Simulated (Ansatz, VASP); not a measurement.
# CoBi: VASP beside Ansatz

```
Co Bi
1.0
     0.00000    2.67764    2.67764
     2.67764    0.00000    2.67764
     2.67764    2.67764    0.00000
Co Bi
1 1
Direct
  0.00000 0.00000 0.00000
  0.50000 0.50000 0.50000
```

Alike in both runs: task single point; functional PBE; k mesh 13 × 13 × 13; occupations fermi-dirac, width 0.05 eV; collinear spin; Hubbard terms Co d U = 4.0 eV.

|  | VASP | Ansatz |
| --- | --- | --- |
| version | VASP 6.6.1 | Ansatz 0.2.0 |
| potentials or method | VASP PAW PBE potentials, release 64 (Co, Bi_d), cutoff 520 eV | all-electron LAPW, scalar-relativistic |

|  | VASP | Ansatz | Ansatz less VASP |
| --- | --- | --- | --- |
| gap on the k mesh at the Fermi level (eV) | none | none | - |
| pressure (GPa) | 11.1 | 12.8 | +1.77 |
| net moment per atom (μB) | 0.59 | 0.58 | -0.006 |
| size of the moment on the site where the two differ most (μB) | 0.21 | 0.19 | -0.014 |

Site moments also hang on the region over which each program counts them. The programs project onto different local orbitals, so the same U acts differently, and such runs can settle in different states. A gap of «none» marks a metal or a gap that the smearing closes. Ansatz ran all-electron here, and VASP with PAW potentials. Ansatz's warnings: filled band counts differ across k points, look outside group, minimisation memory short.

Neither program's run includes spin-orbit coupling.
